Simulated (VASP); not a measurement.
Runs of VASP 6.6.1 on W. The structure is that of space group Fm-3m (No. 225), or close to it. The cells are those of the table. 

```tsv
cell	further INCAR settings	gap on the mesh (eV)	pressure (GPa)
a = 2.922, b = 2.922, c = 2.871 Å, angles 60.6, 60.6, 58.9°, 1 atom	ALGO = Fast; EDIFF = 1e-06; NBANDS = 13	none	-20.3
a = 2.929, b = 2.929, c = 2.871 Å, angles 60.7, 60.7, 58.7°, 1 atom	ALGO = Fast; EDIFF = 1e-07; NBANDS = 13	none	-21.3
a = 2.914, b = 2.914, c = 2.871 Å, angles 60.5, 60.5, 59.0°, 1 atom	ALGO = Fast; EDIFF = 1e-06; NBANDS = 13	none	(a)
a = 2.842, b = 2.842, c = 2.871 Å, angles 59.7, 59.7, 60.7°, 1 atom	ALGO = Fast; EDIFF = 1e-07; NBANDS = 13	none	-6.8
a = 2.857, b = 2.857, c = 2.871 Å, angles 59.8, 59.8, 60.3°, 1 atom	ALGO = Fast; EDIFF = 1e-07; NBANDS = 13	none	(c)
a = 2.814, b = 2.814, c = 2.871 Å, angles 59.3, 59.3, 61.3°, 1 atom	ALGO = Fast; EDIFF = 1e-06; NBANDS = 13	none	(b)
a = 2.885, b = 2.885, c = 2.871 Å, angles 60.2, 60.2, 59.7°, 1 atom	ALGO = Fast; EDIFF = 1e-06; NBANDS = 13	none	-14.6
a = 2.900, b = 2.900, c = 2.871 Å, angles 60.3, 60.3, 59.3°, 1 atom	ALGO = Fast; EDIFF = 1e-06; NBANDS = 13	none	-16.9
```

Alike in all rows: task single point; level PBEsol; potentials or basis VASP PAW PBE potentials, release 64 (W_sv); no spin polarisation; k mesh 20 × 20 × 20; cutoff (eV) 520; smearing gaussian 0.15 eV.

Task: Fill in the values left out.

Result: (a) -19.2; (b) -0.9; (c) -9.5.

Caveats: the PAW data sets were made with another functional, which shifts forces and pressure a little; spin-orbit coupling is left out, which moves the levels of the heavy elements; the cell stands under tension (at least some runs).

A k mesh can miss the band edges, and the runs leave out spin-orbit coupling on W.

A gap of «none» marks levels without a gap at the run's occupations.
